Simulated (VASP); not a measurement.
Write the native input for VASP 6.6.1 that does the following.

```yaml
Task: single point
Functional: PBEsol
Potentials_or_basis: VASP PAW PBE potentials, release 64 (Mg, W_sv)
Cutoff: 520 eV
k_mesh: 10 × 10 × 10
Occupations: gaussian, width 0.1 eV
Spin: no spin polarisation
Dipole_correction: no
Further_INCAR_settings: ALGO = Normal; EDIFF = 1e-06; NBANDS = 18
```

The structure of Mg3W lies in POSCAR:

```
Mg3W
1.0
    4.3125852013      0.0000000000      0.0000000000
    0.0000000000      4.3125852013      0.0000000000
    0.0000000000      0.0000000000      4.3125852013
Mg W
3 1
Direct
    0.5000000000      0.5000000000      0.0000000000
    0.5000000000      0.0000000000      0.5000000000
    0.0000000000      0.5000000000      0.5000000000
    0.0000000000      0.0000000000      0.0000000000
```

This cell differs from its parent crystal: Hf replaced by W, lengths x 0.987, strained.

One way to write it, as run:

INCAR

```
SYSTEM = Mg3W
  PREC = Accurate
  ENCUT = 520
  EDIFF = 1E-6
  ISMEAR = 0
  SIGMA = 0.1
  LREAL = .False.
  LASPH = .True.
  NELM = 60
  ALGO = Normal
  ISIF = 2
  LWAVE = .False.
  LCHARG = .False.
  GGA = PS
  NBANDS = 18
```

KPOINTS

```
regular mesh
0
Gamma
  10 10 10
  0 0 0
```

Potentials or basis: VASP PAW PBE potentials, release 64 (Mg, W_sv).

Launch:

```console
$ cat potpaw_PBE.64/Mg/POTCAR potpaw_PBE.64/W_sv/POTCAR > POTCAR
$ mpirun -np 1 vasp_std > vasp.out
```

Results of the run:

```json
{"Pressure": "-7.2 GPa", "Band gap on the k mesh": "zero (bands 10 and 11 overlap by 1.01 eV)"}
```

Caveat: the cell differs from its parent crystal (Hf replaced by W, lengths x 0.987, strained); the cell stands under tension; the PAW data sets were made with another functional, which shifts forces and pressure a little; spin-orbit coupling is left out, which moves the levels of the heavy elements.

It took 48 s on 1 thread of AMD EPYC 7R43 64-Core Processor (Zen 3), with other jobs on the host, peak memory 0.2 GiB.
